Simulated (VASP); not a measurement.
# TiO2 (P1) in VASP: further runs

TiO2 is run at these levels: PBEsol; tasks: single point.

Program: VASP 6.6.1. These are calculated values, not measurements. Logs are shortened: lines on timing, memory, paths and dates and some standing lists are left out, and cuts for length are marked.

## (1) The cell of the first run

The typed cell holds 12 atoms: a = 3.966 Å, b = 3.966 Å, c = 9.968 Å, α = 90.00°, β = 90.00°, γ = 90.00°.

## (2) Single point, PBEsol

INCAR

```
SYSTEM = TiO2
  PREC = Accurate
  ENCUT = 520
  EDIFF = 1E-6
  ISMEAR = -1
  SIGMA = 0.3
  LREAL = .FALSE.
  LASPH = .TRUE.
  NELM = 100
  ALGO = Normal
  ISIF = 2
  LWAVE = .FALSE.
  LCHARG = .FALSE.
  GGA = PS
  NBANDS = 60
```

KPOINTS

```
Automatic mesh
0
G
  3 3 1
  0 0 0
```

POSCAR

```
TiO2
1.0
    3.9655050000      0.0000000000      0.0000000000
    0.0000000000      3.9655050000      0.0000000000
    0.0000000000      0.0000000000      9.9677180000
Ti O
4 8
Direct
    0.1476734993     -0.0144496098      0.0361065592
   -0.0735593575      0.5685782769      0.2820103859
    0.5986375001      0.5814391862      0.5397624612
    0.6301593366      0.1329212799      0.8051291178
   -0.0346992375     -0.0302357455      0.2987745039
    0.0357835887      0.7190509153      0.5346961060
    0.0630436729      0.5440164620      0.0955885791
    0.0875298354      0.1411926098      0.8592137137
    0.6466011265      0.6627403067      0.8130948327
    0.6222158338      0.1104020799      1.0365963403
    0.7206396159      0.1627031110      0.6509714661
    0.4954476164      0.5429321108      0.3563704350
```

Potentials or basis: VASP PAW PBE potentials, release 64 (Ti_sv, O).

On the command line:

```console
$ cat potpaw_PBE.64/Ti_sv/POTCAR potpaw_PBE.64/O/POTCAR > POTCAR
$ mpirun -np 1 vasp_std > vasp.out
```

OUTCAR:

```text
SYSTEM = TiO2
   PREC = Accurate
   ENCUT = 520
   EDIFF = 1E-6
   ISMEAR = -1
   LREAL = .FALSE.
   LASPH = .TRUE.
   NELM = 100
   ISIF = 2
   GGA = PS

 ion  position               nearest neighbor table
   1  0.148  0.986  0.036-   7 1.88   8 1.88  10 1.95  10 2.14   7 2.32
   2  0.926  0.569  0.282-   5 1.61  12 1.87   7 1.94  12 2.38   5 2.39   3 2.88
   3  0.599  0.581  0.540-   6 1.82  12 1.88  11 2.05   6 2.30   2 2.88
   4  0.630  0.133  0.805-  11 1.58   9 1.87   8 1.89   9 2.10   8 2.22  10 2.31
   5  0.965  0.970  0.299-   2 1.61   2 2.39
   6  0.036  0.719  0.535-   3 1.82   3 2.30
   7  0.063  0.544  0.096-   1 1.88   2 1.94   1 2.32
   8  0.088  0.141  0.859-   1 1.88   4 1.89   4 2.22
   9  0.647  0.663  0.813-   4 1.87   4 2.10
  10  0.622  0.110  0.037-   1 1.95   1 2.14   4 2.31
  11  0.721  0.163  0.651-   4 1.58   3 2.05
  12  0.495  0.543  0.356-   2 1.87   3 1.88   2 2.38

  LATTYP: Found a simple tetragonal cell.
 ALAT       =     3.9655050000
 C/A-ratio  =     2.5136062116

  Lattice vectors:

 A1 = (   3.9655050000,   0.0000000000,   0.0000000000)
 A2 = (   0.0000000000,   3.9655050000,   0.0000000000)
 A3 = (   0.0000000000,   0.0000000000,   9.9677180000)

Analysis of symmetry for initial positions (statically):
=====================================================================
 Subroutine PRICEL returns:
 Original cell was already a primitive cell.

 Routine SETGRP: Setting up the symmetry group for a
 simple tetragonal supercell.

 Subroutine GETGRP returns: Found  1 space group operations
 (whereof  1 operations were pure point group operations)
 out of a pool of 16 trial point group operations.

The static configuration has the point symmetry C_1 .

Analysis of symmetry for dynamics (positions and initial velocities):
=====================================================================
 Subroutine PRICEL returns:
 Original cell was already a primitive cell.

 Routine SETGRP: Setting up the symmetry group for a
 simple tetragonal supercell.

 Subroutine GETGRP returns: Found  1 space group operations
 (whereof  1 operations were pure point group operations)
 out of a pool of 16 trial point group operations.

The dynamic configuration has the point symmetry C_1 .

 Subroutine INISYM returns: Found  1 space group operations
 (whereof  1 operations are pure point group operations),
 and found     1 'primitive' translations

----------------------------------------------------------------------------------------

                                     Primitive cell

  volume of cell :     156.7447

  direct lattice vectors                    reciprocal lattice vectors
     3.965505000  0.000000000  0.000000000     0.252174691  0.000000000  0.000000000
     0.000000000  3.965505000  0.000000000     0.000000000  0.252174691  0.000000000
     0.000000000  0.000000000  9.967718000     0.000000000  0.000000000  0.100323866

  length of vectors
     3.965505000  3.965505000  9.967718000     0.252174691  0.252174691  0.100323866

  position of ions in fractional coordinates (direct lattice)
     0.147673499  0.985550390  0.036106559
     0.926440642  0.568578277  0.282010386
     0.598637500  0.581439186  0.539762461
     0.630159337  0.132921280  0.805129118
     0.965300762  0.969764254  0.298774504
     0.035783589  0.719050915  0.534696106
     0.063043673  0.544016462  0.095588579
     0.087529835  0.141192610  0.859213714
     0.646601127  0.662740307  0.813094833
     0.622215834  0.110402080  0.036596340
     0.720639616  0.162703111  0.650971466
     0.495447616  0.542932111  0.356370435

  ion indices of the primitive-cell ions
   primitive index   ion index
                 1           1
                 2           2
                 3           3
                 4           4
                 5           5
                 6           6
                 7           7
                 8           8
                 9           9
                10          10
                11          11
                12          12

----------------------------------------------------------------------------------------

 KPOINTS: Automatic mesh

Automatic generation of k-mesh.
 Grid dimensions read from file:
 generate k-points for:    3    3    1

 Generating k-lattice:

  Cartesian coordinates                     Fractional coordinates (reciprocal lattice)
     0.084058230  0.000000000  0.000000000     0.333333333  0.000000000  0.000000000
     0.000000000  0.084058230  0.000000000     0.000000000  0.333333333  0.000000000
     0.000000000  0.000000000  0.100323866     0.000000000  0.000000000  1.000000000

  Length of vectors
     0.084058230  0.084058230  0.100323866

  Shift w.r.t. Gamma in fractional coordinates (k-lattice)
     0.000000000  0.000000000  0.000000000

 Subroutine IBZKPT returns following result:
 ===========================================

 Found      5 irreducible k-points:

 Following reciprocal coordinates:
            Coordinates               Weight
  0.000000  0.000000  0.000000      1.000000
  0.333333  0.000000  0.000000      2.000000
  0.000000  0.333333  0.000000      2.000000
  0.333333  0.333333  0.000000      2.000000
 -0.333333  0.333333  0.000000      2.000000
   k-points           NKPTS =      5   k-points in BZ     NKDIM =      5   number of bands    NBANDS=     60
   number of dos      NEDOS =    301   number of ions     NIONS =     12
   total plane-waves  NPLWV =  72000
   dimension x,y,z NGX =    30 NGY =   30 NGZ =   80
   dimension x,y,z NGXF=    60 NGYF=   60 NGZF=  160
   ions per type =               4   8
   NGX,Y,Z   is equivalent  to a cutoff of  12.58, 12.58, 13.34 a.u.
   NGXF,Y,Z  is equivalent  to a cutoff of  25.15, 25.15, 26.69 a.u.
 SYSTEM =  TiO2
   PREC   = accura    normal or accurate (medium, high low for compatibility)
   ISTART =      0    job   : 0-new  1-cont  2-samecut
   ICHARG =      2    charge: 1-file 2-atom 10-const
   ISPIN  =      1    spin polarized calculation?
   LNONCOLLINEAR =      F non collinear calculations
   LSORBIT =      F    spin-orbit coupling
   LASPH  =      T    aspherical Exc in radial PAW
   ENCUT  =  520.0 eV  38.22 Ry    6.18 a.u.   7.37  7.37 18.53*2*pi/ulx,y,z
   NELM   =    100;   NELMIN=  2; NELMDL= -5     # of ELM steps
   EDIFF  = 0.1E-05   stopping-criterion for ELM
   LREAL  =      F    real-space projection
   EDIFFG = 0.1E-04   stopping-criterion for IOM
   NSW    =      0    number of steps for IOM
   IBRION =     -1    ionic relax: 0-MD 1-quasi-New 2-CG
   NFREE  =      0    steps in history (QN), initial steepest desc. (CG)
   ISIF   =      2    stress and relaxation
   ISYM   =      2    0-nonsym 1-usesym 2-fastsym
   POTIM  = 0.5000    time-step for ionic-motion
   TEBEG  =    0.0;   TEEND  =   0.0 temperature during run
   PSTRESS=    0.0 pullay stress
   NELECT =      96.0000    total number of electrons
   NUPDOWN=      -1.0000    fix difference up-down
   EMIN   =  10.00;   EMAX   =-10.00  energy-range for DOS
   EFERMI =   0.00;   METHOD = LEGACY
   ISMEAR =    -1;   SIGMA  =   0.30  broadening in eV -4-tet -1-fermi 0-gaus
   EFERMI_NEDOS =   21; number of points for ismear=-14 and -15
   IALGO  =     38    algorithm
   IMIX   =      4    mixing-type and parameters
     AMIX     =   0.40;   BMIX     =  1.00
     AMIX_MAG =   1.60;   BMIX_MAG =  1.00
  volume/ion in A,a.u.               =      13.06        88.15
  Fermi-wavevector in a.u.,A,eV,Ry     =   1.390276  2.627240 26.298253  1.932867
  Thomas-Fermi vector in A             =   2.514226
   LORBIT       =      0    0 simple, 1 ext, 2 COOP (PROOUT), +10 PAW based schemes
   GGA     = PS    functional components
   LHFCALC =     F    Hartree Fock is set to
   AEXX    =    0.0000 exact exchange contribution
   IVDW    =     0    specifies the selected vdW correction
   LEPSILON=     F    determine dielectric tensor
   LRPA    =     F    only Hartree local field effects (RPA)
 non-spin polarized calculation
  energy-cutoff  :      520.00
  volume of cell :      156.74
 maximum number of plane-waves:      4245
 NGX is ok and might be reduce to    30
   NGX = 15   NGY = 15   NGZ = 37

 number of electron      95.9999989 magnetization

 Free energy of the ion-electron system (eV)
  ---------------------------------------------------
  ext. energy  EPLUGINS =         0.00000000
  ---------------------------------------------------
  free energy    TOTEN  =      -105.54133126 eV

  energy without entropy =     -105.12815991  energy(sigma->0) =     -105.33474558

 E-fermi :   3.6277     XC(G=0): -10.2773

 val. band max:        2.8117413040   @ k =   0.3333   0.3333   0.0000
 cond. band min:       4.5656583969   @ k =   0.3333   0.3333   0.0000
 fundamental gap:      1.7539170928
 Fermi energy:         3.6276984677

 k-point     1 :       0.0000    0.0000    0.0000
  band No.  band energies     occupation
      1     -54.4527      2.00000
      2     -53.9274      2.00000
      3     -53.7917      2.00000
      4     -52.9242      2.00000
      5     -30.8841      2.00000
      6     -30.8436      2.00000
[... 52 lines left out ...]
     59       6.3697      0.00021
     60       6.7715      0.00006

 k-point     2 :       0.3333    0.0000    0.0000
  band No.  band energies     occupation
      1     -54.4518      2.00000
      2     -53.9265      2.00000
      3     -53.7910      2.00000
      4     -52.9234      2.00000
      5     -30.8879      2.00000
      6     -30.8439      2.00000
[... 52 lines left out ...]
     59       6.3659      0.00022
     60       6.7546      0.00006

 k-point     3 :       0.0000    0.3333    0.0000
  band No.  band energies     occupation
      1     -54.4522      2.00000
      2     -53.9265      2.00000
      3     -53.7910      2.00000
      4     -52.9233      2.00000
      5     -30.8819      2.00000
      6     -30.8584      2.00000
[... 52 lines left out ...]
     59       6.8129      0.00005
     60       6.9496      0.00003

 k-point     4 :       0.3333    0.3333    0.0000
  band No.  band energies     occupation
      1     -54.4514      2.00000
      2     -53.9256      2.00000
      3     -53.7903      2.00000
      4     -52.9225      2.00000
      5     -30.8863      2.00000
      6     -30.8576      2.00000
[... 52 lines left out ...]
     59       6.6694      0.00008
     60       7.0004      0.00003

 k-point     5 :      -0.3333    0.3333    0.0000
  band No.  band energies     occupation
      1     -54.4514      2.00000
      2     -53.9256      2.00000
      3     -53.7903      2.00000
      4     -52.9225      2.00000
      5     -30.8862      2.00000
      6     -30.8578      2.00000
[... 52 lines left out ...]
     59       6.6710      0.00008
     60       6.9463      0.00003

------------------------ aborting loop because EDIFF is reached ----------------------------------------

  FORCE on cell =-STRESS in cart. coord.  units (eV):
  Direction    XX          YY          ZZ          XY          YZ          ZX
  --------------------------------------------------------------------------------------
  -------------------------------------------------------------------------------------
  Total      -16.7672817     -4.5497182      5.2558482     -0.0928306      0.7973716     -7.0766300
  in kB     -171.3880338    -46.5052872     53.7230485     -0.9488749      8.1503938    -72.3343069
  external PRESSURE =     -54.7234242 kB  Pullay stress =       0.0000000 kB

 VOLUME and BASIS-vectors are now :
 -----------------------------------------------------------------------------
  energy-cutoff  :      520.00
  volume of cell :      156.74
      direct lattice vectors                 reciprocal lattice vectors
     3.965505000  0.000000000  0.000000000     0.252174691  0.000000000  0.000000000
     0.000000000  3.965505000  0.000000000     0.000000000  0.252174691  0.000000000
     0.000000000  0.000000000  9.967718000     0.000000000  0.000000000  0.100323866

 POSITION                                       TOTAL-FORCE (eV/Angst)
 -----------------------------------------------------------------------------------
      0.58560      3.90821      0.35990         0.076237      2.420752     -0.829032
      3.67381      2.25470      2.81100         1.830264     -3.159535     -1.006647
      2.37390      2.30570      5.38020         1.491169      0.986675      2.295422
      2.49890      0.52710      8.02530        -1.968555     -0.472570      8.680738
      3.82791      3.84561      2.97810         0.753501      4.639526     -0.835577
      0.14190      2.85140      5.32970        -1.039338     -2.177781     -0.609011
      0.25000      2.15730      0.95280         0.496055     -0.132014      0.954190
      0.34710      0.55990      8.56440         2.439348     -0.765899      1.133706
      2.56410      2.62810      8.10470        -1.251504     -0.503190     -0.641242
      2.46740      0.43780      0.36478        -1.908561     -1.582700      0.224568
      2.85770      0.64520      6.48870        -0.424026      1.661330    -10.287318
      1.96470      2.15300      3.55220        -0.494590     -0.914594      0.920203
 -----------------------------------------------------------------------------------
    total drift:                               -0.001642     -0.000369      0.000742

  FREE ENERGIE OF THE ION-ELECTRON SYSTEM (eV)
  ---------------------------------------------------
  free  energy   TOTEN  =      -105.5413312575 eV

  energy  without entropy=     -105.1281599050  energy(sigma->0) =     -105.33474558
```

Wall time 75 s (1 thread of Intel Xeon 6975P-C (Granite Rapids), shared host); peak memory 0.25 GiB.

Results:

```yaml
Free_energy: -105.5413 eV
Pressure: -5.5 GPa
Largest_force: 10.429 eV/Å
Band_gap_on_the_k_mesh: 1.75 eV, direct
```

Forces in eV/Å, atoms in the order of the input:
```
Ti    0.076   2.421  -0.829
Ti    1.830  -3.160  -1.007
Ti    1.491   0.987   2.295
Ti   -1.969  -0.473   8.681
O     0.754   4.640  -0.836
O    -1.039  -2.178  -0.609
O     0.496  -0.132   0.954
O     2.439  -0.766   1.134
O    -1.252  -0.503  -0.641
O    -1.909  -1.583   0.225
O    -0.424   1.661 -10.287
O    -0.495  -0.915   0.920
```

Caveat: the k points lie up to 0.63 Å⁻¹ apart; the PAW data sets were made with another functional, which shifts forces and pressure a little. A k mesh can miss the band edges.

## (3) Single point, PBEsol

INCAR

```
SYSTEM = TiO2
PREC = Accurate
ENCUT = 520
EDIFF = 1E-6
ISMEAR = -1
SIGMA = 0.3
LREAL = .FALSE.
LASPH = .TRUE.
NELM = 60
ALGO = Normal
ISIF = 2
LWAVE = .FALSE.
LCHARG = .FALSE.
GGA = PS
NBANDS = 60
```

KPOINTS is that of step 2.

POSCAR

```
TiO2
1.0
    3.9655050000      0.0000000000      0.0000000000
    0.0000000000      3.9655050000      0.0000000000
    0.0000000000      0.0000000000      9.9677180000
Ti O
4 8
Direct
    0.1750596708      0.0902785396      0.0879940624
   -0.0171983140      0.5891809492      0.3161606297
    0.5257842318      0.5994192417      0.5942082230
    0.6421628519      0.0648593307      0.8380955400
    0.0425418705      0.0931028961      0.2585546662
    0.0130626490      0.5781104803      0.4945966569
    0.1517335119      0.5390486205      0.1326381826
    0.1864831844      0.0200731054      0.8557023784
    0.6989778099      0.5831539741      0.7582076459
    0.6293271601      0.1409908700      1.0171535752
    0.4873275913      0.0403731681      0.6332342067
    0.5255824920      0.6442054669      0.3431276848
```

Potentials or basis: VASP PAW PBE potentials, release 64 (Ti_sv, O).

On the command line:

```console
$ cat potpaw_PBE.64/Ti_sv/POTCAR potpaw_PBE.64/O/POTCAR > POTCAR
$ mpirun -np 1 vasp_std > vasp.out
```

Run time: 63 s. Hardware: 1 thread of Intel Xeon 6975P-C (Granite Rapids), shared host; peak memory 0.25 GiB.

It converged, with:

- Free energy: -108.4124 eV
- Pressure: -9.2 GPa
- Largest force: 3.764 eV/Å
- Band gap on the k mesh: 2.01 eV, direct

Forces on the atoms (eV/Å):
```
Ti  -0.781  0.778 -1.081
Ti  -1.006  0.288 -0.276
Ti   0.306  0.542 -3.484
Ti  -0.183 -0.197 -2.416
O   -0.708 -1.630  1.857
O    0.367 -0.304  3.734
O    0.376  1.906 -2.776
O   -1.140  0.270  1.282
O    0.217 -1.516  2.649
O    1.535 -0.583  1.364
O    0.247  0.963 -1.002
O    0.770 -0.517  0.147
```

Stress tensor (GPa, compression positive):
```
-15.84   0.99   3.10
  0.99 -12.35  -3.67
  3.10  -3.67   0.52
```

Levels at points of the mesh, in eV from the valence-band top:
```
           k point  band 44  band 45  band 46  band 47  band 48  band 49  band 50  band 51  band 52  band 53
(0.00, 0.00, 0.00)    -0.86    -0.62    -0.45    -0.32     0.00     2.01     2.28     2.52     2.64     2.92
```

Caveat: the k points lie up to 0.63 Å⁻¹ apart; the PAW data sets were made with another functional, which shifts forces and pressure a little. A k mesh can miss the band edges.
